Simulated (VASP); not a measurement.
# Sb3As2 (R-3c) in VASP: a series of runs, part 2 of 2

VASP 6.6.1.

## 3. Single point, PBE

This run uses another cell than the first one, of 30.96 Å³/atom.

Input file INCAR:

```
SYSTEM = Sb3As2
  ALGO = Normal
  EDIFF = 1E-6
  ENCUT = 520
  GGA = PE
  ISIF = 2
  ISMEAR = 0
  LASPH = .True.
  LCHARG = .True.
  LELF = .True.
  LREAL = .False.
  LVHAR = .True.
  LWAVE = .False.
  NBANDS = 36
  NELM = 100
  PREC = Accurate
  SIGMA = 0.1
```

Input file KPOINTS:

```
k-points
0
Gamma
  6 6 6
  0 0 0
```

Input file POSCAR:

```
Sb3As2
1.0
    3.5192867557      2.0318611557      7.2164633828
   -3.5192867557      2.0318611557      7.2164633828
    0.0000000000     -4.0637223115      7.2164633828
Sb As
6 4
Direct
    0.5135182438      0.9864817562      0.2500000000
    0.2500000000      0.5135182438      0.9864817562
    0.9864817562      0.2500000000      0.5135182438
    0.4864817562      0.0135182438      0.7500000000
    0.7500000000      0.4864817562      0.0135182438
    0.0135182438      0.7500000000      0.4864817562
    0.3502827214      0.3502827214      0.3502827214
    0.1497172786      0.1497172786      0.1497172786
    0.6497172786      0.6497172786      0.6497172786
    0.8502827214      0.8502827214      0.8502827214
```

Potentials or basis: VASP PAW PBE potentials, release 64 (Sb, As).

Run with:

```bash
> cat potpaw_PBE.64/Sb/POTCAR potpaw_PBE.64/As/POTCAR > POTCAR
> mpirun -np 1 vasp_std > vasp.out
```

OUTCAR:

```text
SYSTEM = Sb3As2
   EDIFF = 1E-6
   ENCUT = 520
   GGA = PE
   ISIF = 2
   ISMEAR = 0
   LASPH = .True.
   LREAL = .False.
   NELM = 100
   PREC = Accurate

 ion  position               nearest neighbor table
   1  0.514  0.986  0.250-   7 2.86   8 2.86   9 2.99  10 2.99   2 3.21   3 3.21
   2  0.250  0.514  0.986-   8 2.86   7 2.86   9 2.99  10 2.99   3 3.21   1 3.21
   3  0.986  0.250  0.514-   7 2.86   8 2.86  10 2.99   9 2.99   2 3.21   1 3.21
   4  0.486  0.014  0.750-   9 2.86  10 2.86   7 2.99   8 2.99   6 3.21   5 3.21
   5  0.750  0.486  0.014-  10 2.86   9 2.86   7 2.99   8 2.99   6 3.21   4 3.21
[... 1162 lines left out ...]
  external PRESSURE =      -0.0762266 kB  Pullay stress =       0.0000000 kB

 VOLUME and BASIS-vectors are now :
 -----------------------------------------------------------------------------
  energy-cutoff  :      520.00
  volume of cell :      309.62
      direct lattice vectors                 reciprocal lattice vectors
     3.519286756  2.031861156  7.216463383     0.142074243  0.082026602  0.046190678
    -3.519286756  2.031861156  7.216463383    -0.142074243  0.082026602  0.046190678
     0.000000000 -4.063722312  7.216463383     0.000000000 -0.164053204  0.046190678

 POSITION                                       TOTAL-FORCE (eV/Angst)
 -----------------------------------------------------------------------------------
     -1.66449      2.03186     12.62881         0.009304     -0.000000     -0.000000
     -0.92740     -2.45742     12.62881        -0.004652      0.008057      0.000000
      2.59189      0.42556     12.62881        -0.004652     -0.008057      0.000000
      1.66449     -2.03186      9.02058        -0.009304     -0.000000     -0.000000
      0.92740      2.45742      9.02058         0.004652     -0.008057      0.000000
     -2.59189     -0.42556      9.02058         0.004652      0.008057      0.000000
      0.00000     -0.00000      7.58341         0.000000     -0.000000      0.019865
      0.00000     -0.00000      3.24129         0.000000      0.000000     -0.019865
      0.00000     -0.00000     14.06598         0.000000      0.000000     -0.019865
      0.00000     -0.00000     18.40810         0.000000     -0.000000      0.019865
 -----------------------------------------------------------------------------------
    total drift:                               -0.000000     -0.000000      0.000000

  FREE ENERGIE OF THE ION-ELECTRON SYSTEM (eV)
  ---------------------------------------------------
  free  energy   TOTEN  =       -40.6493517948 eV

  energy  without entropy=      -40.6224086191  energy(sigma->0) =      -40.63588021
```

OSZICAR:

```text
N       E                     dE             d eps       ncg     rms          rms(c)
DAV:   1     0.254368993594E+03    0.25437E+03   -0.17074E+04  2304   0.111E+03
DAV:   2    -0.150357550397E+02   -0.26940E+03   -0.25735E+03  2772   0.183E+02
DAV:   3    -0.401722176558E+02   -0.25136E+02   -0.24322E+02  2824   0.588E+01
DAV:   4    -0.409102655601E+02   -0.73805E+00   -0.72784E+00  2864   0.103E+01
DAV:   5    -0.409289650515E+02   -0.18699E-01   -0.18665E-01  3068   0.173E+00    0.620E+00
DAV:   6    -0.406586396877E+02    0.27033E+00   -0.49218E-01  2840   0.245E+00    0.377E+00
DAV:   7    -0.406525505097E+02    0.60892E-02   -0.20746E-01  2752   0.149E+00    0.900E-01
DAV:   8    -0.406491247800E+02    0.34257E-02   -0.24336E-02  2728   0.598E-01    0.273E-01
DAV:   9    -0.406492258929E+02   -0.10111E-03   -0.59339E-03  2632   0.336E-01    0.140E-01
DAV:  10    -0.406492798948E+02   -0.54002E-04   -0.34351E-04  2856   0.751E-02    0.694E-02
DAV:  11    -0.406493490931E+02   -0.69198E-04   -0.28021E-04  2636   0.630E-02    0.184E-02
DAV:  12    -0.406493476615E+02    0.14316E-05   -0.44474E-05  2668   0.279E-02    0.145E-02
DAV:  13    -0.406493501924E+02   -0.25309E-05   -0.15437E-05  2660   0.126E-02    0.272E-03
DAV:  14    -0.406493518429E+02   -0.16505E-05   -0.18356E-06  1964   0.513E-03    0.283E-03
DAV:  15    -0.406493517948E+02    0.48137E-07   -0.30243E-07  1440   0.213E-03
   1 F= -.40649352E+02 E0= -.40635880E+02  d E =-.269432E-01
```

Wall time 11 min (1 thread of Intel Xeon Platinum 8488C (Sapphire Rapids), shared host); peak memory 0.69 GiB.

Results:

* Free energy: -40.6494 eV
* Pressure: 0.0 GPa
* Largest force: 0.020 eV/Å
* Band gap on the k mesh: zero (bands 25 and 26 overlap by 0.76 eV)

Forces in eV/Å, atoms in the order of the input:
```
Sb   0.009  0.000  0.000
Sb  -0.005  0.008  0.000
Sb  -0.005 -0.008  0.000
Sb  -0.009  0.000  0.000
Sb   0.005 -0.008  0.000
Sb   0.005  0.008  0.000
As   0.000  0.000  0.020
As   0.000  0.000 -0.020
As   0.000  0.000 -0.020
As   0.000  0.000  0.020
```

Caveat: spin-orbit coupling is left out, which moves the levels of the heavy elements.
